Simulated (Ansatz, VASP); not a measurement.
Two plane-wave programs on ZnO

File INCAR:

```
PREC     = Accurate       # precision mode
ENCUT    = 520            # plane-wave cutoff, eV
EDIFF    = 1E-6           # SCF threshold, eV
ISMEAR   = 0              # smearing method
SIGMA    = 0.05           # smearing width, eV
LREAL    = False          # projectors in reciprocal space
LASPH    = True           # aspherical terms in the spheres
NELM     = 80             # most SCF steps
ALGO     = Normal         # electronic algorithm
ISIF     = 2              # what is computed and relaxed
LWAVE    = False          # write WAVECAR
LCHARG   = False          # write CHGCAR
GGA      = PS             # functional
NBANDS   = 26             # bands
```

Contents of KPOINTS:

```
regular mesh
0
Gamma
  9 9 6
```

POSCAR

```
ZnO
1.0
    3.2309318303      0.0000000000      0.0000000000
   -1.6154659151      2.7980690429      0.0000000000
    0.0000000000      0.0000000000      5.2153681419
Zn O
2 2
Direct
    0.3333333333      0.6666666667      0.0015754469
    0.6666666667      0.3333333333      0.5015754469
    0.3333333333      0.6666666667      0.3654345349
    0.6666666667      0.3333333333      0.8654345349
```

Input for Ansatz:

```yaml
crystal:
  lattice:
    - [3.2309318303, 0.0, 0.0]
    - [-1.6154659151, 2.7980690429, 0.0]
    - [0.0, 0.0, 5.2153681419]
  atoms:
    - { symbol: Zn, position: [0.3333333333, 0.6666666667, 0.0015754469] }
    - { symbol: Zn, position: [0.6666666667, 0.3333333333, 0.5015754469] }
    - { symbol: O, position: [0.3333333333, 0.6666666667, 0.3654345349] }
    - { symbol: O, position: [0.6666666667, 0.3333333333, 0.8654345349] }
basis:
  ecutwfc: 520.0
kpoints:
  mp_grid: { grid: [9, 9, 6] }
hamiltonian:
  xc: pbesol
  pseudopotentials: { kind: paw, azcp: { folder: soft_1 } }
scf:
  occupations: { method: gaussian, width: 0.05 }
output:
  forces: true
  stress: true
  eigenvalues: true
```

Alike in both runs: task single point; functional PBEsol; k mesh 9 × 9 × 6; occupations gaussian, width 0.05 eV; no spin polarisation.

```csv
,VASP,Ansatz
version,VASP 6.6.1,Ansatz 0.2.0
potentials or method,"VASP PAW PBE potentials, release 64 (Zn, O), cutoff 520 eV","scalar-relativistic, plane waves, PAW"
valence electrons in the cell,36,36
```

```tsv
	VASP	Ansatz	Ansatz less VASP
gap on the k mesh at the Fermi level (eV)	0.72	0.73	+0.013
least direct gap on the mesh (eV)	0.72	0.73	+0.013
pressure (GPa)	1.4	0.5	-0.86
traceless stress, the component that is largest in VASP (GPa)	5.97	5.65	-0.323
rms of the force components (eV/Å)	0.394	0.380	-0.0141
```

VASP's potentials were made for PBE, not for PBEsol, and Ansatz warns of the same on its side. Atom by atom the forces differ by 0.014 eV/Å (rms over components). With one functional, cell and mesh, what is left measures potentials, basis and numerics.
